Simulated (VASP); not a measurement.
# AlH5 (Amm2) in VASP: a series of runs

AlH5 is run at these levels: PBE; tasks: single point, relaxation of cell and atoms.

Program: VASP 6.6.1. These are calculated values, not measurements. Logs are shortened: lines on timing, memory, paths and dates and some standing lists are left out, and cuts for length are marked.

## Step 1: The cell of the first run

The structure is orthorhombic, space group Amm2 (No. 38). The conventional cell has a = 4.492 Å, b = 6.412 Å, c = 4.372 Å, α = 90.00°, β = 90.00°, γ = 90.00°. Al (site symmetry mm2) has 10 H at 2.06 to 2.72 Å within 2.8 Å. Within 1.3 Å of H (site symmetry 1) lie 1 H at 1.00 Å. H (site symmetry mm2) has 2 Al at 2.06 to 2.31 Å and 4 H at 2.42 Å within 2.7 Å.

The cell was generated, and may not be a known phase.

## Step 2: Single point, PBE

INCAR

```
ALGO = Normal
EDIFF = 1E-6
ENCUT = 520
GGA = PE
ISIF = 2
ISMEAR = 0
LASPH = T
LCHARG = F
LREAL = F
LWAVE = F
NBANDS = 13
NELM = 80
PREC = Accurate
SIGMA = 0.1
```

KPOINTS

```
k-points
0
Gamma
  4 6 6
```

POSCAR

```
AlH5
1.0
    4.4919406100      0.0000000000      0.0000000000
    0.0000000000      3.2061850300      2.1860035800
    0.0000000000     -3.2061850300      2.1860035800
Al H
1 5
Direct
    0.0000000000      0.3447248800      0.3447248800
    0.3890676400      0.4310254400      0.8444107900
    0.6109323600      0.8444107900      0.4310254400
    0.3890676400      0.8444107900      0.4310254400
    0.6109323600      0.4310254400      0.8444107900
    0.0000000000      0.8732553400      0.8732553400
```

Potentials or basis: VASP PAW PBE potentials, release 64 (Al, H).

Command:

```console
$ cat potpaw_PBE.64/Al/POTCAR potpaw_PBE.64/H/POTCAR > POTCAR
$ mpirun -np 1 vasp_std > vasp.out
```

OUTCAR:

```text
EDIFF = 1E-6
   ENCUT = 520
   GGA = PE
   ISIF = 2
   ISMEAR = 0
   LASPH = T
   LREAL = F
   NELM = 80
   PREC = Accurate

 ion  position               nearest neighbor table
   1  0.000  0.345  0.345-   6 2.06
   2  0.389  0.431  0.844-
   3  0.611  0.844  0.431-
   4  0.389  0.844  0.431-
   5  0.611  0.431  0.844-
   6  0.000  0.873  0.873-   1 2.06

  LATTYP: Found a base centered orthorhombic cell.
 ALAT       =     4.3720071600
 B/A-ratio  =     1.4666879137
 C/A-ratio  =     1.0274321257

  Lattice vectors:

 A1 = (   0.0000000000,   3.2061850300,   2.1860035800)
 A2 = (   0.0000000000,  -3.2061850300,   2.1860035800)
 A3 = (   4.4919406100,   0.0000000000,   0.0000000000)

Analysis of symmetry for initial positions (statically):
=====================================================================
 Subroutine PRICEL returns:
 Original cell was already a primitive cell.

 Routine SETGRP: Setting up the symmetry group for a
 base centered orthorhombic supercell.

 Subroutine GETGRP returns: Found  4 space group operations
 (whereof  4 operations were pure point group operations)
 out of a pool of  8 trial point group operations.

The static configuration has the point symmetry C_2v.

Analysis of symmetry for dynamics (positions and initial velocities):
=====================================================================
 Subroutine PRICEL returns:
 Original cell was already a primitive cell.

 Routine SETGRP: Setting up the symmetry group for a
 base centered orthorhombic supercell.

 Subroutine GETGRP returns: Found  4 space group operations
 (whereof  4 operations were pure point group operations)
 out of a pool of  8 trial point group operations.

The dynamic configuration has the point symmetry C_2v.

 Subroutine INISYM returns: Found  4 space group operations
 (whereof  4 operations are pure point group operations),
 and found     1 'primitive' translations

----------------------------------------------------------------------------------------

                                     Primitive cell

  volume of cell :      62.9656

  direct lattice vectors                    reciprocal lattice vectors
     4.491940610  0.000000000  0.000000000     0.222620931  0.000000000  0.000000000
     0.000000000  3.206185030  2.186003580     0.000000000  0.155948579  0.228727896
     0.000000000 -3.206185030  2.186003580     0.000000000 -0.155948579  0.228727896

  length of vectors
     4.491940610  3.880494053  3.880494053     0.222620931  0.276832819  0.276832819

  position of ions in fractional coordinates (direct lattice)
     0.000000000  0.344724880  0.344724880
     0.389067640  0.431025440  0.844410790
     0.610932360  0.844410790  0.431025440
     0.389067640  0.844410790  0.431025440
     0.610932360  0.431025440  0.844410790
     0.000000000  0.873255340  0.873255340

  ion indices of the primitive-cell ions
   primitive index   ion index
                 1           1
                 2           2
                 3           3
                 4           4
                 5           5
                 6           6

----------------------------------------------------------------------------------------

 KPOINTS: k-points

Automatic generation of k-mesh.
 Grid dimensions read from file:
 generate k-points for:    4    6    6

 Generating k-lattice:

  Cartesian coordinates                     Fractional coordinates (reciprocal lattice)
     0.055655233  0.000000000  0.000000000     0.250000000  0.000000000  0.000000000
     0.000000000  0.025991430  0.038121316     0.000000000  0.166666667  0.000000000
     0.000000000 -0.025991430  0.038121316     0.000000000  0.000000000  0.166666667

  Length of vectors
     0.055655233  0.046138803  0.046138803

  Shift w.r.t. Gamma in fractional coordinates (k-lattice)
     0.000000000  0.000000000  0.000000000

 Subroutine IBZKPT returns following result:
 ===========================================

 Found     39 irreducible k-points:

 Following reciprocal coordinates:
            Coordinates               Weight
  0.000000  0.000000  0.000000      1.000000
  0.250000  0.000000  0.000000      2.000000
  0.500000  0.000000  0.000000      1.000000
  0.000000  0.166667  0.000000      4.000000
  0.250000  0.166667  0.000000      8.000000
  0.500000  0.166667  0.000000      4.000000
[... 16 lines left out ...]
  0.250000 -0.333333  0.166667      8.000000
  0.500000 -0.333333  0.166667      4.000000
 [... further k-points ...]
   k-points           NKPTS =     39   k-points in BZ     NKDIM =     39   number of bands    NBANDS=     13
   number of dos      NEDOS =    301   number of ions     NIONS =      6
   total plane-waves  NPLWV =  32400
   dimension x,y,z NGX =    36 NGY =   30 NGZ =   30
   dimension x,y,z NGXF=    72 NGYF=   60 NGZF=   60
   ions per type =               1   5
   NGX,Y,Z   is equivalent  to a cutoff of  13.32, 12.85, 12.85 a.u.
   NGXF,Y,Z  is equivalent  to a cutoff of  26.65, 25.70, 25.70 a.u.
 SYSTEM =  unknown system
   PREC   = accura    normal or accurate (medium, high low for compatibility)
   ISTART =      0    job   : 0-new  1-cont  2-samecut
   ICHARG =      2    charge: 1-file 2-atom 10-const
   ISPIN  =      1    spin polarized calculation?
   LNONCOLLINEAR =      F non collinear calculations
   LSORBIT =      F    spin-orbit coupling
   LASPH  =      T    aspherical Exc in radial PAW
   ENCUT  =  520.0 eV  38.22 Ry    6.18 a.u.   8.35  7.22  7.22*2*pi/ulx,y,z
   NELM   =     80;   NELMIN=  2; NELMDL= -5     # of ELM steps
   EDIFF  = 0.1E-05   stopping-criterion for ELM
   LREAL  =      F    real-space projection
   EDIFFG = 0.1E-04   stopping-criterion for IOM
   NSW    =      0    number of steps for IOM
   IBRION =     -1    ionic relax: 0-MD 1-quasi-New 2-CG
   NFREE  =      0    steps in history (QN), initial steepest desc. (CG)
   ISIF   =      2    stress and relaxation
   ISYM   =      2    0-nonsym 1-usesym 2-fastsym
   POTIM  = 0.5000    time-step for ionic-motion
   TEBEG  =    0.0;   TEEND  =   0.0 temperature during run
   PSTRESS=    0.0 pullay stress
   NELECT =       8.0000    total number of electrons
   NUPDOWN=      -1.0000    fix difference up-down
   EMIN   =  10.00;   EMAX   =-10.00  energy-range for DOS
   EFERMI =   0.00;   METHOD = LEGACY
   ISMEAR =     0;   SIGMA  =   0.10  broadening in eV -4-tet -1-fermi 0-gaus
   EFERMI_NEDOS =   21; number of points for ismear=-14 and -15
   IALGO  =     38    algorithm
   IMIX   =      4    mixing-type and parameters
     AMIX     =   0.40;   BMIX     =  1.00
     AMIX_MAG =   1.60;   BMIX_MAG =  1.00
  volume/ion in A,a.u.               =      10.49        70.82
  Fermi-wavevector in a.u.,A,eV,Ry     =   0.823007  1.555258  9.215784  0.677341
  Thomas-Fermi vector in A             =   1.934442
   LORBIT       =      0    0 simple, 1 ext, 2 COOP (PROOUT), +10 PAW based schemes
   GGA     = PE    functional components
   LHFCALC =     F    Hartree Fock is set to
   AEXX    =    0.0000 exact exchange contribution
   IVDW    =     0    specifies the selected vdW correction
   LEPSILON=     F    determine dielectric tensor
   LRPA    =     F    only Hartree local field effects (RPA)
 non-spin polarized calculation
 Gauss-broadening in eV      SIGMA  =   0.10
  energy-cutoff  :      520.00
  volume of cell :       62.97
 maximum number of plane-waves:      1720
 NGX is ok and might be reduce to    36
   NGX = 17   NGY = 15   NGZ = 15

 number of electron       8.0000001 magnetization

 Free energy of the ion-electron system (eV)
  ---------------------------------------------------
  ext. energy  EPLUGINS =         0.00000000
  ---------------------------------------------------
  free energy    TOTEN  =       -17.07782725 eV

  energy without entropy =      -17.07034975  energy(sigma->0) =      -17.07408850

 E-fermi :   0.7042     XC(G=0):  -7.7843

 val. band max:        0.6985109507   @ k =   0.2500   0.1667   0.0000
 cond. band min:       0.7666239430   @ k =   0.5000   0.1667   0.0000
 fundamental gap:      0.0681129923
 Fermi energy:         0.7042105901

 k-point     1 :       0.0000    0.0000    0.0000
  band No.  band energies     occupation
      1      -8.2795      2.00000
      2      -3.0310      2.00000
      3      -2.7982      2.00000
      4       0.0429      2.00000
      5       2.5433      0.00000
      6       4.0579      0.00000
      7       4.7659      0.00000
      8       7.6260      0.00000
      9       7.9611      0.00000
     10       8.4178      0.00000
     11       9.8299      0.00000
     12      10.2570      0.00000
     13      12.0782      0.00000

 k-point     2 :       0.2500    0.0000    0.0000
  band No.  band energies     occupation
      1      -7.8902      2.00000
      2      -4.5624      2.00000
      3      -2.7207      2.00000
      4       1.4864      0.00000
      5       3.0693      0.00000
      6       4.3431      0.00000
      7       5.0571      0.00000
      8       6.0633      0.00000
      9       8.1407      0.00000
     10       8.8323      0.00000
     11       8.9496      0.00000
     12      10.0861      0.00000
     13      10.1373      0.00000

 k-point     3 :       0.5000    0.0000    0.0000
  band No.  band energies     occupation
      1      -7.1091      2.00000
      2      -6.0193      2.00000
      3      -2.6387      2.00000
      4       2.0423      0.00000
      5       4.4684      0.00000
      6       4.6481      0.00000
      7       5.2682      0.00000
      8       5.4723      0.00000
      9       6.9290      0.00000
     10       8.2336      0.00000
     11       8.8615      0.00000
     12      10.2723      0.00000
     13      10.4901      0.00000
[... 305 lines left out ...]
 k-point    23 :       0.2500   -0.3333    0.1667
  band No.  band energies     occupation
      1      -7.0565      2.00000
      2      -3.9287      2.00000
      3      -3.6422      2.00000
      4       0.1141      2.00000
      5       1.4444      0.00000
      6       3.6465      0.00000
      7       4.5382      0.00000
      8       6.1935      0.00000
      9       6.8686      0.00000
     10       8.1799      0.00000
     11       9.9012      0.00000
     12      10.8482      0.00000
     13      12.2597      0.00000

 k-point    24 :       0.5000   -0.3333    0.1667
  band No.  band energies     occupation
      1      -6.4426      2.00000
      2      -5.0252      2.00000
      3      -3.4435      2.00000
      4      -0.2007      2.00000
      5       1.8138      0.00000
      6       2.9478      0.00000
      7       4.5375      0.00000
      8       7.3139      0.00000
      9       7.5102      0.00000
     10       8.8027      0.00000
     11       9.2651      0.00000
     12      11.0969      0.00000
     13      11.1968      0.00000

 [... further k-points ...]
[... 5 lines left out ...]
  --------------------------------------------------------------------------------------
  -------------------------------------------------------------------------------------
  Total       -6.1697595     -1.8806285     -2.7247923      0.0000000      0.0000000      0.0000000
  in kB     -156.9912198    -47.8531070    -69.3330861      0.0000000      0.0000000      0.0000000
  external PRESSURE =     -91.3924710 kB  Pullay stress =       0.0000000 kB

 VOLUME and BASIS-vectors are now :
 -----------------------------------------------------------------------------
  energy-cutoff  :      520.00
  volume of cell :       62.97
      direct lattice vectors                 reciprocal lattice vectors
     4.491940610  0.000000000  0.000000000     0.222620931  0.000000000  0.000000000
     0.000000000  3.206185030  2.186003580     0.000000000  0.155948579  0.228727896
     0.000000000 -3.206185030  2.186003580     0.000000000 -0.155948579  0.228727896

 POSITION                                       TOTAL-FORCE (eV/Angst)
 -----------------------------------------------------------------------------------
      0.00000      0.00000      1.50714         0.000000     -0.000000     -0.151936
      1.74767     -1.32539      2.78811         2.929533      0.071998     -0.048908
      2.74427      1.32539      2.78811        -2.929533     -0.071998     -0.048908
      1.74767      1.32539      2.78811         2.929533     -0.071998     -0.048908
      2.74427     -1.32539      2.78811        -2.929533      0.071998     -0.048908
      0.00000      0.00000      3.81788         0.000000     -0.000000      0.347568
 -----------------------------------------------------------------------------------
    total drift:                               -0.000000      0.000000     -0.000137

  FREE ENERGIE OF THE ION-ELECTRON SYSTEM (eV)
  ---------------------------------------------------
  free  energy   TOTEN  =       -17.0778272486 eV

  energy  without entropy=      -17.0703497474  energy(sigma->0) =      -17.07408850
```

Run time: 14 s. Hardware: 1 thread of Intel Xeon 6975P-C (Granite Rapids), shared host; peak memory 0.18 GiB.

What came out:

* Free energy: -17.0778 eV
* Pressure: -9.1 GPa
* Largest force: 2.931 eV/Å
* Band gap on the k mesh: zero (bands 4 and 5 overlap by 2.50 eV)

Forces on the atoms (eV/Å):
```
Al   0.000  0.000 -0.152
H    2.930  0.072 -0.049
H   -2.930 -0.072 -0.049
H    2.930 -0.072 -0.049
H   -2.930  0.072 -0.049
H    0.000  0.000  0.348
```

Caveat: the stress differs along the axes, from -16 to -5 GPa; forces of over 1 eV/Å act on the atoms, so gaps and moduli don't describe the material at rest.

## Step 3: Relaxation of cell and atoms, PBE

INCAR

```
SYSTEM = AlH5
PREC = Accurate
ENCUT = 600
EDIFF = 1E-6
ISMEAR = 0
SIGMA = 0.1
LREAL = .False.
LASPH = .True.
NELM = 60
ALGO = Normal
ISIF = 3
LWAVE = .False.
LCHARG = .False.
GGA = PE
IBRION = 2
NSW = 90
EDIFFG = -0.04
```

KPOINTS

```
regular mesh
0
Gamma
  4 6 6
  0 0 0
```

POSCAR is that of step 2.

Potentials or basis: VASP PAW PBE potentials, release 64 (Al, H).

Command:

```console
$ cat potpaw_PBE.64/Al/POTCAR potpaw_PBE.64/H/POTCAR > POTCAR
$ mpirun -np 1 vasp_std > vasp.out
```

Wall time 4.8 min (1 thread of Intel Xeon 6975P-C (Granite Rapids), shared host); peak memory 0.19 GiB.

It converged, with:

```
Free energy                           : -18.6553 eV
Relaxed volume                        : 8.57 Å³/atom
Relaxed cell                          : a = 5.266 Å, b = 3.125 Å, c = 3.125 Å, α = 88.76°, β = 90.00°, γ = 90.00°
Space group after relaxing (to 0.1 Å) : Amm2 (No. 38)
Energy gained by relaxing             : 262.7 meV/atom
Ionic steps                           : 56
Pressure after relaxing               : -0.1 GPa
Largest force after relaxing          : 0.036 eV/Å
Band gap on the k mesh                : zero (bands 4 and 5 overlap by 2.15 eV)
```

Forces in eV/Å, atoms in the order of the input:
```
Al   0.000  0.000  0.036
H    0.026  0.009 -0.014
H   -0.026 -0.009 -0.014
H    0.026 -0.009 -0.014
H   -0.026  0.009 -0.014
H    0.000  0.000  0.020
```

Stress tensor (GPa, compression positive):
```
-0.11  0.00  0.00
 0.00  0.00  0.00
 0.00  0.00 -0.18
```

Step by step:
```csv
step,energy change (eV),largest force (eV/Å),pressure (GPa),volume (Å³)
1,0.0000,2.9314,-9.05,62.97
3,-0.8778,0.2599,-1.63,59.36
5,-0.8803,0.2557,-1.06,59.17
7,-0.9904,0.0918,-0.27,56.43
9,-1.0098,0.1844,0.40,55.38
11,-1.0431,0.3417,0.16,54.60
13,-1.0440,1.3824,-2.17,52.58
15,-1.0901,0.7896,-1.14,53.59
17,-1.1477,0.3679,0.00,52.55
19,-1.1628,0.3172,1.02,51.73
21,-1.1702,0.2715,0.93,51.57
23,-1.1846,0.6879,-0.78,51.42
25,-1.1987,0.4011,-0.18,51.48
27,-1.2014,1.1126,2.35,51.03
29,-1.2314,0.5954,0.78,51.32
31,-1.2676,0.6485,1.64,51.18
33,-1.3073,0.5603,1.23,51.49
35,-1.3775,0.1498,1.69,53.16
37,-1.4114,0.2597,1.33,52.73
39,-1.5148,0.3168,-0.80,54.41
41,-1.5280,0.4269,-1.70,55.18
43,-1.5378,0.1836,-1.02,55.11
45,-1.5562,0.1496,-0.54,53.70
47,-1.5674,0.0540,0.31,51.92
49,-1.5711,0.2120,-0.26,51.79
51,-1.5749,0.0883,-0.16,51.64
53,-1.5758,0.0508,-0.07,51.53
55,-1.5760,0.0451,-0.08,51.48
56,-1.5763,0.0363,-0.10,51.40
```

Final structure:
```yaml
crystal:
  lattice:
    - [5.26594, 0.00000, 0.00000]
    - [0.00000, 2.18543, 2.23308]
    - [0.00000, -2.18543, 2.23308]
  atoms:
    - { symbol: Al, position: [0.00000, 0.43781, 0.43781] }
    - { symbol: H, position: [0.42697, 0.36905, 0.87347] }
    - { symbol: H, position: [0.57303, 0.87347, 0.36905] }
    - { symbol: H, position: [0.42697, 0.87347, 0.36905] }
    - { symbol: H, position: [0.57303, 0.36905, 0.87347] }
    - { symbol: H, position: [0.00000, 0.84600, 0.84600] }
```

Levels at points of the mesh, in eV from the Fermi level:
| k point | band 1 | band 2 | band 3 | band 4 | band 5 | band 6 | band 7 | band 8 |
| --- | --- | --- | --- | --- | --- | --- | --- | --- |
| (0.00, 0.00, 0.00) | -10.17 | -7.10 | -3.29 | -1.92 | 3.43 | 6.16 | 6.92 | 7.52 |
| (0.50, 0.00, 0.00) | -9.35 | -8.71 | -3.26 | 1.75 | 1.83 | 5.33 | 6.34 | 6.59 |
| (0.00, 0.50, 0.00) | -7.31 | -6.99 | -4.90 | -2.65 | 0.96 | 2.60 | 7.34 | 8.61 |
| (0.50, 0.50, 0.00) | -6.73 | -6.59 | -6.03 | -3.84 | 3.59 | 5.18 | 6.00 | 7.13 |
| (0.00, 0.50, 0.50) | -6.15 | -5.85 | -3.92 | -0.60 | 0.49 | 0.89 | 3.84 | 5.11 |
| (0.50, 0.50, 0.50) | -6.03 | -5.75 | -3.98 | -0.44 | -0.39 | 0.22 | 2.61 | 4.88 |

Caveat: the volume moved by over 15 % at a fixed basis, so the end points are rough.

The gap in the log of VASP goes by the Fermi energy; the results here count the filled bands.